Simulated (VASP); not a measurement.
# InSb (I-4m2) in VASP: single point with PBE

Aim: the single point of InSb with PBE.

All numbers are computed with VASP 6.6.1; they aren't measurements. Logs are shortened: lines on timing, memory, paths and dates and some standing lists are left out, and cuts for length are marked.

## (1) The cell of the first run

It takes space group I-4m2 (No. 119, tetragonal). The conventional cell has a = 4.777 Å, b = 4.777 Å, c = 6.344 Å, α = 90.00°, β = 90.00°, γ = 90.00°. In (site symmetry -4m2) has 4 Sb at 2.87 Å within 3.8 Å. Within 3.8 Å of Sb (site symmetry -4m2) lie 4 In at 2.87 Å.

## (2) Single point, PBE (epitaxial xy strain +3.0%)

Contents of INCAR:

```
SYSTEM = InSb
  PREC = Accurate
  ENCUT = 500
  EDIFF = 1E-6
  ISMEAR = -1
  SIGMA = 0.02
  LREAL = .FALSE.
  LASPH = .TRUE.
  NELM = 120
  ALGO = Normal
  ISIF = 2
  LWAVE = .FALSE.
  LCHARG = .FALSE.
  GGA = PE
  NBANDS = 21
  GGA_COMPAT = .FALSE.
```

Contents of KPOINTS:

```
regular mesh
0
G
  6 6 6
  0 0 0
```

Contents of POSCAR:

```
InSb
1.0
    0.0000000000      3.3778984092      3.1718515037
    3.3778984092      0.0000000000      3.1718515037
    3.3778984092      3.3778984092      0.0000000000
In Sb
1 1
Direct
    0.0000000000      0.0000000000      0.0000000000
    0.2500000000      0.2500000000      0.2500000000
```

Potentials or basis: VASP PAW PBE potentials, release 64 (In_d, Sb_d_GW).

Started as:

```sh
> cat potpaw_PBE.64/In_d/POTCAR potpaw_PBE.64/Sb_d_GW/POTCAR > POTCAR
> mpirun -np 1 vasp_std > vasp.out
```

OUTCAR:

```text
SYSTEM = InSb
   PREC = Accurate
   ENCUT = 500
   EDIFF = 1E-6
   ISMEAR = -1
   LREAL = .FALSE.
   LASPH = .TRUE.
   NELM = 120
   ISIF = 2
   GGA = PE

 ion  position               nearest neighbor table
   1  0.000  0.000  0.000-   2 2.87   2 2.87   2 2.87   2 2.87
   2  0.250  0.250  0.250-   1 2.87   1 2.87   1 2.87   1 2.87

  LATTYP: Found a body centered tetragonal cell.
 ALAT       =     4.7770697426
 C/A-ratio  =     1.3279485855

  Lattice vectors:

 A1 = (   0.0000000000,  -3.3778984092,  -3.1718515037)
 A2 = (   0.0000000000,   3.3778984092,  -3.1718515037)
 A3 = (   3.3778984092,   0.0000000000,   3.1718515037)

Analysis of symmetry for initial positions (statically):
=====================================================================
 Subroutine PRICEL returns:
 Original cell was already a primitive cell.

 Routine SETGRP: Setting up the symmetry group for a
 body centered tetragonal supercell.

 Subroutine GETGRP returns: Found  8 space group operations
 (whereof  8 operations were pure point group operations)
 out of a pool of 16 trial point group operations.

The static configuration has the point symmetry D_2d.

Analysis of symmetry for dynamics (positions and initial velocities):
=====================================================================
 Subroutine PRICEL returns:
 Original cell was already a primitive cell.

 Routine SETGRP: Setting up the symmetry group for a
 body centered tetragonal supercell.

 Subroutine GETGRP returns: Found  8 space group operations
 (whereof  8 operations were pure point group operations)
 out of a pool of 16 trial point group operations.

The dynamic configuration has the point symmetry D_2d.

 Subroutine INISYM returns: Found  8 space group operations
 (whereof  8 operations are pure point group operations),
 and found     1 'primitive' translations

----------------------------------------------------------------------------------------

                                     Primitive cell

  volume of cell :      72.3829

  direct lattice vectors                    reciprocal lattice vectors
     0.000000000  3.377898409  3.171851504    -0.148021029  0.148021029  0.157636636
     3.377898409  0.000000000  3.171851504     0.148021029 -0.148021029  0.157636636
     3.377898409  3.377898409  0.000000000     0.148021029  0.148021029 -0.157636636

  length of vectors
     4.633663737  4.633663737  4.777069743     0.262049154  0.262049154  0.262049154

  position of ions in fractional coordinates (direct lattice)
     0.000000000  0.000000000  0.000000000
     0.250000000  0.250000000  0.250000000

  ion indices of the primitive-cell ions
   primitive index   ion index
                 1           1
                 2           2

----------------------------------------------------------------------------------------

 KPOINTS: regular mesh

Automatic generation of k-mesh.
 Grid dimensions read from file:
 generate k-points for:    6    6    6

 Generating k-lattice:

  Cartesian coordinates                     Fractional coordinates (reciprocal lattice)
    -0.024670172  0.024670172  0.026272773     0.166666667  0.000000000  0.000000000
     0.024670172 -0.024670172  0.026272773     0.000000000  0.166666667  0.000000000
     0.024670172  0.024670172 -0.026272773     0.000000000  0.000000000  0.166666667

  Length of vectors
     0.043674859  0.043674859  0.043674859

  Shift w.r.t. Gamma in fractional coordinates (k-lattice)
     0.000000000  0.000000000  0.000000000

 Subroutine IBZKPT returns following result:
 ===========================================

 Found     30 irreducible k-points:

 Following reciprocal coordinates:
            Coordinates               Weight
  0.000000  0.000000  0.000000      1.000000
  0.166667 -0.000000  0.000000      8.000000
  0.333333  0.000000  0.000000      8.000000
  0.500000 -0.000000  0.000000      4.000000
  0.166667  0.166667  0.000000      2.000000
  0.333333  0.166667  0.000000      8.000000
[... 16 lines left out ...]
  0.333333  0.000000  0.333333      4.000000
  0.500000  0.000000  0.333333     16.000000
 [... further k-points ...]
   k-points           NKPTS =     30   k-points in BZ     NKDIM =     30   number of bands    NBANDS=     21
   number of dos      NEDOS =    301   number of ions     NIONS =      2
   total plane-waves  NPLWV =  46656
   dimension x,y,z NGX =    36 NGY =   36 NGZ =   36
   dimension x,y,z NGXF=    72 NGYF=   72 NGZF=   72
   ions per type =               1   1
   NGX,Y,Z   is equivalent  to a cutoff of  12.92, 12.92, 12.53 a.u.
   NGXF,Y,Z  is equivalent  to a cutoff of  25.83, 25.83, 25.06 a.u.
 SYSTEM =  InSb
   PREC   = accura    normal or accurate (medium, high low for compatibility)
   ISTART =      0    job   : 0-new  1-cont  2-samecut
   ICHARG =      2    charge: 1-file 2-atom 10-const
   ISPIN  =      1    spin polarized calculation?
   LNONCOLLINEAR =      F non collinear calculations
   LSORBIT =      F    spin-orbit coupling
   LASPH  =      T    aspherical Exc in radial PAW
   ENCUT  =  500.0 eV  36.75 Ry    6.06 a.u.   8.45  8.45  8.71*2*pi/ulx,y,z
   NELM   =    120;   NELMIN=  2; NELMDL= -5     # of ELM steps
   EDIFF  = 0.1E-05   stopping-criterion for ELM
   LREAL  =      F    real-space projection
   EDIFFG = 0.1E-04   stopping-criterion for IOM
   NSW    =      0    number of steps for IOM
   IBRION =     -1    ionic relax: 0-MD 1-quasi-New 2-CG
   NFREE  =      0    steps in history (QN), initial steepest desc. (CG)
   ISIF   =      2    stress and relaxation
   ISYM   =      2    0-nonsym 1-usesym 2-fastsym
   POTIM  = 0.5000    time-step for ionic-motion
   TEBEG  =    0.0;   TEEND  =   0.0 temperature during run
   PSTRESS=    0.0 pullay stress
   NELECT =      28.0000    total number of electrons
   NUPDOWN=      -1.0000    fix difference up-down
   EMIN   =  10.00;   EMAX   =-10.00  energy-range for DOS
   EFERMI =   0.00;   METHOD = LEGACY
   ISMEAR =    -1;   SIGMA  =   0.02  broadening in eV -4-tet -1-fermi 0-gaus
   EFERMI_NEDOS =   21; number of points for ismear=-14 and -15
   IALGO  =     38    algorithm
   IMIX   =      4    mixing-type and parameters
     AMIX     =   0.40;   BMIX     =  1.00
     AMIX_MAG =   1.60;   BMIX_MAG =  1.00
  volume/ion in A,a.u.               =      36.19       244.23
  Fermi-wavevector in a.u.,A,eV,Ry     =   1.192840  2.254141 19.359282  1.422867
  Thomas-Fermi vector in A             =   2.328869
   LORBIT       =      0    0 simple, 1 ext, 2 COOP (PROOUT), +10 PAW based schemes
   GGA     = PE    functional components
   LHFCALC =     F    Hartree Fock is set to
   AEXX    =    0.0000 exact exchange contribution
   IVDW    =     0    specifies the selected vdW correction
   LEPSILON=     F    determine dielectric tensor
   LRPA    =     F    only Hartree local field effects (RPA)
 non-spin polarized calculation
  energy-cutoff  :      500.00
  volume of cell :       72.38
 maximum number of plane-waves:      1864
 NGX is ok and might be reduce to    36
   NGX = 17   NGY = 17   NGZ = 17

 number of electron      28.0000010 magnetization

 Free energy of the ion-electron system (eV)
  ---------------------------------------------------
  ext. energy  EPLUGINS =         0.00000000
  ---------------------------------------------------
  free energy    TOTEN  =        -6.93446329 eV

  energy without entropy =       -6.93445813  energy(sigma->0) =       -6.93446071

 E-fermi :   3.7157     XC(G=0):  -8.5722

 val. band max:        3.5745915836   @ k =   0.0000   0.0000   0.0000
 cond. band min:       3.8422027037   @ k =   0.0000   0.0000   0.0000
 fundamental gap:      0.2676111201
 Fermi energy:         3.7157497747

 k-point     1 :       0.0000    0.0000    0.0000
  band No.  band energies     occupation
      1     -24.8130      2.00000
      2     -24.8093      2.00000
      3     -24.8093      2.00000
      4     -24.7999      2.00000
      5     -24.7963      2.00000
      6     -10.8226      2.00000
[... 13 lines left out ...]
     20      11.4836      0.00000
     21      12.1461      0.00000

 k-point     2 :       0.1667   -0.0000    0.0000
  band No.  band energies     occupation
      1     -24.8129      2.00000
      2     -24.8092      2.00000
      3     -24.8091      2.00000
      4     -24.7997      2.00000
      5     -24.7963      2.00000
      6     -10.8286      2.00000
[... 13 lines left out ...]
     20      10.7716      0.00000
     21      11.2002      0.00000

 k-point     3 :       0.3333    0.0000    0.0000
  band No.  band energies     occupation
      1     -24.8128      2.00000
      2     -24.8090      2.00000
      3     -24.8086      2.00000
      4     -24.7994      2.00000
      5     -24.7962      2.00000
      6     -10.8454      2.00000
[... 13 lines left out ...]
     20      11.4263      0.00000
     21      11.4569      0.00000

 k-point     4 :       0.5000   -0.0000    0.0000
  band No.  band energies     occupation
      1     -24.8127      2.00000
      2     -24.8089      2.00000
      3     -24.8084      2.00000
      4     -24.7992      2.00000
      5     -24.7962      2.00000
      6     -10.8542      2.00000
[... 13 lines left out ...]
     20      12.5125      0.00000
     21      12.9746      0.00000

 k-point     5 :       0.1667    0.1667    0.0000
  band No.  band energies     occupation
      1     -24.8132      2.00000
      2     -24.8088      2.00000
      3     -24.8088      2.00000
      4     -24.7995      2.00000
      5     -24.7965      2.00000
      6     -10.8281      2.00000
[... 13 lines left out ...]
     20      11.1454      0.00000
     21      11.8016      0.00000

 k-point     6 :       0.3333    0.1667    0.0000
  band No.  band energies     occupation
      1     -24.8133      2.00000
      2     -24.8085      2.00000
      3     -24.8083      2.00000
      4     -24.7991      2.00000
      5     -24.7965      2.00000
      6     -10.8472      2.00000
[... 13 lines left out ...]
     20      12.0083      0.00000
     21      12.2690      0.00000

 k-point     7 :       0.5000    0.1667    0.0000
  band No.  band energies     occupation
      1     -24.8131      2.00000
      2     -24.8085      2.00000
      3     -24.8081      2.00000
      4     -24.7990      2.00000
      5     -24.7964      2.00000
      6     -10.8586      2.00000
[... 13 lines left out ...]
     20      12.6441      0.00000
     21      12.9820      0.00000
[... 291 lines left out ...]
      1     -24.8129      2.00000
      2     -24.8088      2.00000
      3     -24.8077      2.00000
      4     -24.7990      2.00000
      5     -24.7963      2.00000
      6     -10.8664      2.00000
[... 13 lines left out ...]
     20      13.2322      0.00000
     21      13.8837      0.00000

 k-point    21 :      -0.1667    0.3333    0.1667
  band No.  band energies     occupation
      1     -24.8125      2.00000
      2     -24.8095      2.00000
      3     -24.8079      2.00000
      4     -24.7994      2.00000
      5     -24.7961      2.00000
      6     -10.8626      2.00000
[... 13 lines left out ...]
     20      12.0347      0.00000
     21      13.4739      0.00000

 k-point    22 :      -0.3333    0.5000    0.1667
  band No.  band energies     occupation
      1     -24.8135      2.00000
      2     -24.8081      2.00000
      3     -24.8073      2.00000
      4     -24.7986      2.00000
      5     -24.7966      2.00000
      6     -10.8733      2.00000
[... 13 lines left out ...]
     20      13.3732      0.00000
     21      14.0148      0.00000

 k-point    23 :       0.3333    0.0000    0.3333
  band No.  band energies     occupation
      1     -24.8122      2.00000
      2     -24.8102      2.00000
      3     -24.8079      2.00000
      4     -24.7997      2.00000
      5     -24.7959      2.00000
      6     -10.8675      2.00000
[... 13 lines left out ...]
     20      13.0073      0.00000
     21      13.5818      0.00000

 k-point    24 :       0.5000    0.0000    0.3333
  band No.  band energies     occupation
      1     -24.8121      2.00000
      2     -24.8100      2.00000
      3     -24.8077      2.00000
      4     -24.7995      2.00000
      5     -24.7958      2.00000
      6     -10.8733      2.00000
[... 13 lines left out ...]
     20      13.1091      0.00000
     21      13.6800      0.00000

 [... further k-points ...]
[... 5 lines left out ...]
  --------------------------------------------------------------------------------------
  -------------------------------------------------------------------------------------
  Total       -0.0806422     -0.0806422      0.5649551      0.0000000      0.0000000      0.0000000
  in kB       -1.7849955     -1.7849955     12.5051395      0.0000000      0.0000000      0.0000000
  external PRESSURE =       2.9783829 kB  Pullay stress =       0.0000000 kB

 VOLUME and BASIS-vectors are now :
 -----------------------------------------------------------------------------
  energy-cutoff  :      500.00
  volume of cell :       72.38
      direct lattice vectors                 reciprocal lattice vectors
     0.000000000  3.377898409  3.171851504    -0.148021029  0.148021029  0.157636636
     3.377898409  0.000000000  3.171851504     0.148021029 -0.148021029  0.157636636
     3.377898409  3.377898409  0.000000000     0.148021029  0.148021029 -0.157636636

 POSITION                                       TOTAL-FORCE (eV/Angst)
 -----------------------------------------------------------------------------------
      0.00000      0.00000      0.00000        -0.000000     -0.000000     -0.000000
      1.68895      1.68895      1.58593         0.000000      0.000000      0.000000
 -----------------------------------------------------------------------------------
    total drift:                               -0.000000     -0.000000     -0.000000

  FREE ENERGIE OF THE ION-ELECTRON SYSTEM (eV)
  ---------------------------------------------------
  free  energy   TOTEN  =        -6.9344632947 eV

  energy  without entropy=       -6.9344581287  energy(sigma->0) =       -6.93446071
```

Run time: 58 s. Hardware: 1 thread of AMD EPYC 7R13 (Zen 3), shared host; peak memory 0.21 GiB.

What came out:

```yaml
Free_energy: -6.9345 eV
Pressure: 0.3 GPa
Band_gap_on_the_k_mesh: 0.27 eV
```

Levels at points of the mesh, in eV from the valence-band top:
| k point | band 11 | band 12 | band 13 | band 14 | band 15 | band 16 | band 17 | band 18 |
| --- | --- | --- | --- | --- | --- | --- | --- | --- |
| (0.00, 0.00, 0.00) | -10.24 | -0.48 | 0.00 | 0.00 | 0.27 | 2.99 | 3.13 | 3.13 |
| (0.50, 0.00, 0.00) | -9.03 | -5.24 | -1.00 | -0.64 | 0.49 | 3.76 | 4.08 | 6.25 |
| (0.50, 0.50, 0.00) | -8.40 | -5.38 | -2.16 | -2.16 | 1.17 | 1.37 | 7.92 | 7.92 |
| (0.50, 0.00, 0.50) | -8.55 | -5.64 | -1.87 | -1.84 | 1.60 | 1.65 | 7.62 | 7.85 |

Caveat: the cell differs from its parent crystal (epitaxial xy strain +3.0%); semilocal functionals underestimate gaps, and a narrow one can read as zero; spin-orbit coupling is left out, which moves the levels of the heavy elements.
